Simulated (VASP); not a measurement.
# Sn (Fd-3m) in VASP: a series of runs, part 3 of 3

VASP 6.6.1. The steps go on from the part before.

### 4 Single point, PBEsol

This run uses another cell than the first one, of 34.99 Å³/atom, 1.023 times its volume.

The input, INCAR:

```
PREC = Accurate ; ENCUT = 520
EDIFF = 1E-6 ; ISMEAR = 0
SIGMA = 0.1 ; LREAL = F
LASPH = T ; NELM = 60
ALGO = Normal ; ISIF = 2
LWAVE = F ; LCHARG = T
GGA = PS ; LELF = T
LVHAR = T ; NBANDS = 21
```

The input, KPOINTS:

```
regular mesh
0
Gamma
  12 12 12
```

The input, POSCAR:

```
Sn
1.0
    0.0000000000      3.2707792869      3.2707792869
    3.2707792869      0.0000000000      3.2707792869
    3.2707792869      3.2707792869      0.0000000000
Sn
2
Direct
    0.5000000000      0.5000000000      0.5000000000
    0.7500000000      0.7500000000      0.7500000000
```

Potentials or basis: VASP PAW PBE potentials, release 64 (Sn_d).

Started as:

```bash
$ cat potpaw_PBE.64/Sn_d/POTCAR > POTCAR
$ mpirun -np 1 vasp_std > vasp.out
```

OUTCAR:

```text
PREC = Accurate
   ENCUT = 520
   EDIFF = 1E-6
   ISMEAR = 0
   LREAL = F
   LASPH = T
   NELM = 60
   ISIF = 2
   GGA = PS

 ion  position               nearest neighbor table
   1  0.500  0.500  0.500-   2 2.83   2 2.83   2 2.83   2 2.83
   2  0.750  0.750  0.750-   1 2.83   1 2.83   1 2.83   1 2.83

  LATTYP: Found a face centered cubic cell.
 ALAT       =     6.5415585738

  Lattice vectors:

 A1 = (   0.0000000000,   3.2707792869,   3.2707792869)
 A2 = (   3.2707792869,   0.0000000000,   3.2707792869)
 A3 = (   3.2707792869,   3.2707792869,   0.0000000000)

Analysis of symmetry for initial positions (statically):
=====================================================================
 Subroutine PRICEL returns:
 Original cell was already a primitive cell.

 Routine SETGRP: Setting up the symmetry group for a
 face centered cubic supercell.

 Subroutine GETGRP returns: Found 48 space group operations
 (whereof 24 operations were pure point group operations)
 out of a pool of 48 trial point group operations.

The static configuration has the point symmetry T_d .
 The point group associated with its full space group is O_h .

Analysis of symmetry for dynamics (positions and initial velocities):
=====================================================================
 Subroutine PRICEL returns:
 Original cell was already a primitive cell.

 Routine SETGRP: Setting up the symmetry group for a
 face centered cubic supercell.

 Subroutine GETGRP returns: Found 48 space group operations
 (whereof 24 operations were pure point group operations)
 out of a pool of 48 trial point group operations.

The dynamic configuration has the point symmetry T_d .
 The point group associated with its full space group is O_h .

 Subroutine INISYM returns: Found 48 space group operations
 (whereof 24 operations are pure point group operations),
 and found     1 'primitive' translations

----------------------------------------------------------------------------------------

                                     Primitive cell

  volume of cell :      69.9816

  direct lattice vectors                    reciprocal lattice vectors
     0.000000000  3.270779287  3.270779287    -0.152868768  0.152868768  0.152868768
     3.270779287  0.000000000  3.270779287     0.152868768 -0.152868768  0.152868768
     3.270779287  3.270779287  0.000000000     0.152868768  0.152868768 -0.152868768

  length of vectors
     4.625580427  4.625580427  4.625580427     0.264776473  0.264776473  0.264776473

  position of ions in fractional coordinates (direct lattice)
     0.500000000  0.500000000  0.500000000
     0.750000000  0.750000000  0.750000000

  ion indices of the primitive-cell ions
   primitive index   ion index
                 1           1
                 2           2

----------------------------------------------------------------------------------------

 KPOINTS: regular mesh

Automatic generation of k-mesh.
 Grid dimensions read from file:
 generate k-points for:   12   12   12

 Generating k-lattice:

  Cartesian coordinates                     Fractional coordinates (reciprocal lattice)
    -0.012739064  0.012739064  0.012739064     0.083333333  0.000000000  0.000000000
     0.012739064 -0.012739064  0.012739064     0.000000000  0.083333333  0.000000000
     0.012739064  0.012739064 -0.012739064     0.000000000  0.000000000  0.083333333

  Length of vectors
     0.022064706  0.022064706  0.022064706

  Shift w.r.t. Gamma in fractional coordinates (k-lattice)
     0.000000000  0.000000000  0.000000000

 Subroutine IBZKPT returns following result:
 ===========================================

 Found     72 irreducible k-points:

 Following reciprocal coordinates:
            Coordinates               Weight
  0.000000  0.000000  0.000000      1.000000
  0.083333  0.000000  0.000000      8.000000
  0.166667  0.000000  0.000000      8.000000
  0.250000  0.000000  0.000000      8.000000
  0.333333  0.000000  0.000000      8.000000
  0.416667  0.000000  0.000000      8.000000
[... 16 lines left out ...]
  0.500000  0.166667  0.000000     24.000000
 -0.416667  0.166667  0.000000     24.000000
 [... further k-points ...]
   k-points           NKPTS =     72   k-points in BZ     NKDIM =     72   number of bands    NBANDS=     21
   number of dos      NEDOS =    301   number of ions     NIONS =      2
   total plane-waves  NPLWV =  46656
   dimension x,y,z NGX =    36 NGY =   36 NGZ =   36
   dimension x,y,z NGXF=    72 NGYF=   72 NGZF=   72
   ions per type =               2
   NGX,Y,Z   is equivalent  to a cutoff of  12.94, 12.94, 12.94 a.u.
   NGXF,Y,Z  is equivalent  to a cutoff of  25.88, 25.88, 25.88 a.u.
 SYSTEM =  unknown system
   PREC   = accura    normal or accurate (medium, high low for compatibility)
   ISTART =      0    job   : 0-new  1-cont  2-samecut
   ICHARG =      2    charge: 1-file 2-atom 10-const
   ISPIN  =      1    spin polarized calculation?
   LNONCOLLINEAR =      F non collinear calculations
   LSORBIT =      F    spin-orbit coupling
   LASPH  =      T    aspherical Exc in radial PAW
   ENCUT  =  520.0 eV  38.22 Ry    6.18 a.u.   8.60  8.60  8.60*2*pi/ulx,y,z
   NELM   =     60;   NELMIN=  2; NELMDL= -5     # of ELM steps
   EDIFF  = 0.1E-05   stopping-criterion for ELM
   LREAL  =      F    real-space projection
   EDIFFG = 0.1E-04   stopping-criterion for IOM
   NSW    =      0    number of steps for IOM
   IBRION =     -1    ionic relax: 0-MD 1-quasi-New 2-CG
   NFREE  =      0    steps in history (QN), initial steepest desc. (CG)
   ISIF   =      2    stress and relaxation
   ISYM   =      2    0-nonsym 1-usesym 2-fastsym
   POTIM  = 0.5000    time-step for ionic-motion
   TEBEG  =    0.0;   TEEND  =   0.0 temperature during run
   PSTRESS=    0.0 pullay stress
   NELECT =      28.0000    total number of electrons
   NUPDOWN=      -1.0000    fix difference up-down
   EMIN   =  10.00;   EMAX   =-10.00  energy-range for DOS
   EFERMI =   0.00;   METHOD = LEGACY
   ISMEAR =     0;   SIGMA  =   0.10  broadening in eV -4-tet -1-fermi 0-gaus
   EFERMI_NEDOS =   21; number of points for ismear=-14 and -15
   IALGO  =     38    algorithm
   IMIX   =      4    mixing-type and parameters
     AMIX     =   0.40;   BMIX     =  1.00
     AMIX_MAG =   1.60;   BMIX_MAG =  1.00
  volume/ion in A,a.u.               =      34.99       236.13
  Fermi-wavevector in a.u.,A,eV,Ry     =   1.206330  2.279634 19.799647  1.455233
  Thomas-Fermi vector in A             =   2.342001
   LORBIT       =      0    0 simple, 1 ext, 2 COOP (PROOUT), +10 PAW based schemes
   GGA     = PS    functional components
   LHFCALC =     F    Hartree Fock is set to
   AEXX    =    0.0000 exact exchange contribution
   IVDW    =     0    specifies the selected vdW correction
   LEPSILON=     F    determine dielectric tensor
   LRPA    =     F    only Hartree local field effects (RPA)
 non-spin polarized calculation
 Gauss-broadening in eV      SIGMA  =   0.10
  energy-cutoff  :      520.00
  volume of cell :       69.98
 maximum number of plane-waves:      1900
   NGX = 17   NGY = 17   NGZ = 17

 number of electron      27.9999986 magnetization

 Free energy of the ion-electron system (eV)
  ---------------------------------------------------
  ext. energy  EPLUGINS =         0.00000000
  ---------------------------------------------------
  free energy    TOTEN  =        -8.46573451 eV

  energy without entropy =       -8.46449147  energy(sigma->0) =       -8.46511299

 E-fermi :   5.2198     XC(G=0):  -8.9620

 val. band max:        5.1879809414   @ k =   0.0833   0.0000   0.0000
 cond. band min:       5.3027167162   @ k =   0.3333   0.0000   0.0000
 fundamental gap:      0.1147357748
 Fermi energy:         5.2198133014

 k-point     1 :       0.0000    0.0000    0.0000
  band No.  band energies     occupation
      1     -16.3155      2.00000
      2     -16.3155      2.00000
      3     -16.3155      2.00000
      4     -16.2582      2.00000
      5     -16.2582      2.00000
      6     -15.9658      2.00000
[... 13 lines left out ...]
     20      13.1510      0.00000
     21      13.1510      0.00000

 k-point     2 :       0.0833    0.0000    0.0000
  band No.  band energies     occupation
      1     -16.3207      2.00000
      2     -16.3207      2.00000
      3     -16.3138      2.00000
      4     -16.2511      2.00000
      5     -16.2511      2.00000
      6     -15.9793      2.00000
[... 520 lines left out ...]
 k-point    24 :      -0.4167    0.1667    0.0000
  band No.  band energies     occupation
      1     -16.3718      2.00000
      2     -16.3573      2.00000
      3     -16.2581      2.00000
      4     -16.1850      2.00000
      5     -16.1759      2.00000
      6     -16.0519      2.00000
[... 13 lines left out ...]
     20      12.9971      0.00000
     21      13.1467      0.00000

 [... further k-points ...]
[... 5 lines left out ...]
  --------------------------------------------------------------------------------------
  -------------------------------------------------------------------------------------
  Total       -0.0388299     -0.0388299     -0.0388299      0.0000000      0.0000000      0.0000000
  in kB       -0.8889826     -0.8889826     -0.8889826      0.0000000      0.0000000      0.0000000
  external PRESSURE =      -0.8889826 kB  Pullay stress =       0.0000000 kB

 VOLUME and BASIS-vectors are now :
 -----------------------------------------------------------------------------
  energy-cutoff  :      520.00
  volume of cell :       69.98
      direct lattice vectors                 reciprocal lattice vectors
     0.000000000  3.270779287  3.270779287    -0.152868768  0.152868768  0.152868768
     3.270779287  0.000000000  3.270779287     0.152868768 -0.152868768  0.152868768
     3.270779287  3.270779287  0.000000000     0.152868768  0.152868768 -0.152868768

 POSITION                                       TOTAL-FORCE (eV/Angst)
 -----------------------------------------------------------------------------------
      3.27078      3.27078      3.27078        -0.000000      0.000000     -0.000000
      4.90617      4.90617      4.90617         0.000000     -0.000000      0.000000
 -----------------------------------------------------------------------------------
    total drift:                                0.000000      0.000000      0.000000

  FREE ENERGIE OF THE ION-ELECTRON SYSTEM (eV)
  ---------------------------------------------------
  free  energy   TOTEN  =        -8.4657345127 eV

  energy  without entropy=       -8.4644914660  energy(sigma->0) =       -8.46511299
```

stdout:

```text
POSCAR found type information on POSCAR Sn
 POSCAR found :  1 types and       2 ions
 scaLAPACK will be used
 -----------------------------------------------------------------------------
|                                                                             |
|                                                                             |
|     You enforced a specific xc type in the INCAR file but a different       |
|     I HOPE YOU KNOW WHAT YOU ARE DOING!                                     |
|                                                                             |
 -----------------------------------------------------------------------------

 LDA part: xc-table for (Slater+PW92), standard interpolation
 POSCAR, INCAR and KPOINTS ok, starting setup
 FFT: planning ... GRIDC
 FFT: planning ... GRID_SOFT
 FFT: planning ... GRID
 WAVECAR not read
 entering main loop
```

Wall time 63 s (1 thread of Intel Xeon Platinum 8488C (Sapphire Rapids), shared host); peak memory 0.24 GiB.

Results:

- Free energy: -8.4657 eV
- Pressure: -0.1 GPa
- Band gap on the k mesh: zero (band 14 reaches 5.32 eV, above the bottom of band 15 at 5.13 eV)

Levels at points of the mesh, in eV from the Fermi level:
```tsv
k point	band 10	band 11	band 12	band 13	band 14	band 15	band 16	band 17	band 18	band 19
(0.00, 0.00, 0.00)	-21.18	-10.45	-0.84	0.10	0.10	0.10	2.17	2.17	2.17	4.86
(0.50, 0.00, 0.00)	-21.13	-8.87	-6.22	-1.07	-1.07	-0.09	3.22	3.22	5.56	8.32
(0.50, 0.50, 0.00)	-21.11	-7.43	-7.43	-2.37	-2.37	0.80	0.80	7.58	7.58	9.07
```

Caveat: the PAW data sets were made with another functional, which shifts forces and pressure a little; spin-orbit coupling is left out, which moves the levels of the heavy elements.

### 5 Single point, PBEsol (strained)

The input, INCAR:

```
SYSTEM = Sn
PREC = Accurate ; ENCUT = 520
EDIFF = 1E-6 ; ISMEAR = 0
SIGMA = 0.1 ; LREAL = .False.
LASPH = .True. ; NELM = 60
ALGO = Normal ; ISIF = 2
LWAVE = .False. ; LCHARG = .False.
GGA = PS ; NBANDS = 21
```

The input, KPOINTS:

```
regular mesh
0
Gamma
  12 12 12
  0 0 0
```

The input, POSCAR:

```
Sn
1.0
    0.0000000000      3.1215531680      3.1215531680
    3.1215531680      0.0000000000      3.1215531680
    3.1215531680      3.1215531680      0.0000000000
Sn
2
Direct
    0.5000000000      0.5000000000      0.5000000000
    0.7500000000      0.7500000000      0.7500000000
```

Started as:

```bash
$ cat potpaw_PBE.64/Sn_d/POTCAR > POTCAR
$ mpirun -np 1 vasp_std > vasp.out
```

Run time: 54 s. Hardware: 1 thread of Intel Xeon Platinum 8488C (Sapphire Rapids), shared host; peak memory 0.24 GiB.

It converged, with:

- Free energy: -8.2653 eV
- Pressure: 8.0 GPa
- Band gap on the k mesh: 0.05 eV, direct

Levels at points of the mesh, in eV from the valence-band top:
```tsv
k point	band 12	band 13	band 14	band 15	band 16	band 17
(0.00, 0.00, 0.00)	0.00	0.00	0.00	0.05	2.06	2.06
(0.50, 0.00, 0.00)	-6.92	-1.40	-1.40	0.10	3.16	3.16
(0.50, 0.50, 0.00)	-8.06	-2.97	-2.97	0.51	0.51	8.38
```

Caveat: the cell differs from its parent crystal (strained); the PAW data sets were made with another functional, which shifts forces and pressure a little; spin-orbit coupling is left out, which moves the levels of the heavy elements. A k mesh can miss the band edges.

### 6 The runs side by side

```tsv
cell	k mesh	gap on the mesh (eV)	pressure (GPa)
a = 4.590 Å, angles 60.0°, 2 atoms	6 × 6 × 6	none	1.0
a = 4.626 Å, angles 60.0°, 2 atoms	12 × 12 × 12	none	-0.1
a = 4.415 Å, angles 60.0°, 2 atoms	12 × 12 × 12	0.05	8.0
```

Alike in all rows: task single point; level PBEsol; potentials or basis VASP PAW PBE potentials, release 64 (Sn_d); no spin polarisation; cutoff (eV) 520; smearing gaussian 0.1 eV.

Caveats: the PAW data sets were made with another functional, which shifts forces and pressure a little; spin-orbit coupling is left out, which moves the levels of the heavy elements.

Absolute energies hang on the potentials; compare differences alone.
